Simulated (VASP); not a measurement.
The system is GaN.

```
Ga N
1.0
     3.00512    0.00000    0.00000
    -1.50256    2.60251    0.00000
     0.00000    0.00000    5.09548
Ga N
2 2
Direct
  0.00000 0.00000 0.00000
  0.00000 0.00000 0.50000
  0.33333 0.66667 0.25000
  0.66667 0.33333 0.75000
```

- Program: VASP 6.6.1
- Task: relaxation of cell and atoms
- Functional: r2SCAN
- Potentials or basis: VASP PAW PBE potentials, release 64 (Ga_d, N)
- Cutoff: 600 eV
- k mesh: 12 × 12 × 4
- Occupations: fermi-dirac, width 0.02 eV
- Spin: no spin polarisation

At the start: pressure -7.2 GPa; volume 9.96 Å³/atom.

Problem. Where does the relaxation end?

Solution. Over 6 steps the energy falls by 7.6 meV/atom and the volume is 9.64 Å³/atom (-3.2 %); space group P6_3/mmc (No. 194, to 0.1 Å) before and after.

Step by step:
```
step  energy change (eV)  largest force (eV/Å)  pressure (GPa)  volume (Å³)
   1              0.0000                0.0000           -7.16        39.85
   2              0.0007                0.0000            8.22        37.34
   3             -0.0303                0.0000            0.07        38.56
   4             -0.0303                0.0000           -0.09        38.59
   5             -0.0304                0.0000           -0.03        38.57
   6             -0.0304                0.0000           -0.05        38.58
```

Final structure:
```xyz
4
Lattice="2.9725 0.0000 0.0000 -1.4863 2.5743 0.0000 0.0000 0.0000 5.0412" Properties=species:S:1:pos:R:3 pbc="T T T"
Ga    0.0000    0.0000    0.0000
Ga    0.0000    0.0000    2.5206
N     0.0000    1.7162    1.2603
N     1.4863    0.8581    3.7809
```

Caveat: the PAW data sets were made with another functional, which shifts forces and pressure a little.
